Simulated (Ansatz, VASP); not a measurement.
Ga in VASP and in Ansatz

POSCAR

```
Ga
1.0
    1.4908663979     -4.1795668328      0.0000000000
    1.4908663979      4.1795668328      0.0000000000
    0.0000000000      0.0000000000      2.9985950089
Ga
2
Direct
    0.8670000000      0.1330000000      0.2500000000
    0.1330000000      0.8670000000      0.7500000000
```

File INCAR.step1:

```
SYSTEM = Ga
  ALGO = Normal
  EDIFF = 1E-4
  ENCUT = 520
  GGA = PE
  ISMEAR = 0
  LASPH = .True.
  LCHARG = .False.
  LREAL = .False.
  LWAVE = .True.
  NBANDS = 20
  NELM = 60
  PREC = Accurate
  SIGMA = 0.15
```

Contents of INCAR.step2:

```
SYSTEM = Ga
  ALGO = Normal
  EDIFF = 1E-6
  ENCUT = 520
  ISIF = 2
  ISMEAR = 0
  ISTART = 1
  LASPH = .True.
  LCHARG = .True.
  LELF = .True.
  LMIXTAU = .True.
  LREAL = .False.
  LVHAR = .True.
  LWAVE = .False.
  METAGGA = R2SCAN
  NBANDS = 20
  NELM = 60
  PREC = Accurate
  SIGMA = 0.15
```

Contents of KPOINTS:

```
k-points
0
Gamma
  20 20 16
  0 0 0
```

Input for Ansatz:

```yaml
crystal:
  lattice:
    - [1.4908663979, -4.1795668328, 0.0]
    - [1.4908663979, 4.1795668328, 0.0]
    - [0.0, 0.0, 2.9985950089]
  atoms:
    - { symbol: Ga, position: [0.867, 0.133, 0.25] }
    - { symbol: Ga, position: [0.133, 0.867, 0.75] }
basis:
  ecutwfc: 500
kpoints:
  mp_grid: { grid: [20, 20, 16] }
hamiltonian:
  xc: r2scan
scf:
  occupations: { method: gaussian, width: 0.15 }
output:
  forces: true
  stress: true
  eigenvalues: true
```

Alike in both runs: task single point; functional r2SCAN; k mesh 20 × 20 × 16; occupations gaussian, width 0.15 eV; no spin polarisation.

|  | VASP | Ansatz |
| --- | --- | --- |
| version | VASP 6.6.1 | Ansatz 0.2.0 |
| potentials or method | VASP PAW PBE potentials, release 64 (Ga_d), cutoff 520 eV | scalar-relativistic, plane waves, PAW |
| valence electrons in the cell | 26 | 26 |

Ansatz gave:

- gap on the k mesh at the Fermi level (eV): none
- pressure (GPa): -1.0
- traceless stress, the component that is largest in VASP (GPa): -2.58
- rms of the force components (eV/Å): 0.152

**Question.** What did VASP give for the same quantities?

**Answer.** gap on the k mesh at the Fermi level (eV): none; pressure (GPa): -0.9; traceless stress, the component that is largest in VASP (GPa): -2.58; rms of the force components (eV/Å): 0.150.

VASP's potentials were made for PBE, not for r2SCAN. Atom by atom the forces differ by 0.002 eV/Å (rms over components). A gap of «none» marks a metal or a gap that the smearing closes. With one functional, cell and mesh, what is left measures potentials, basis and numerics.
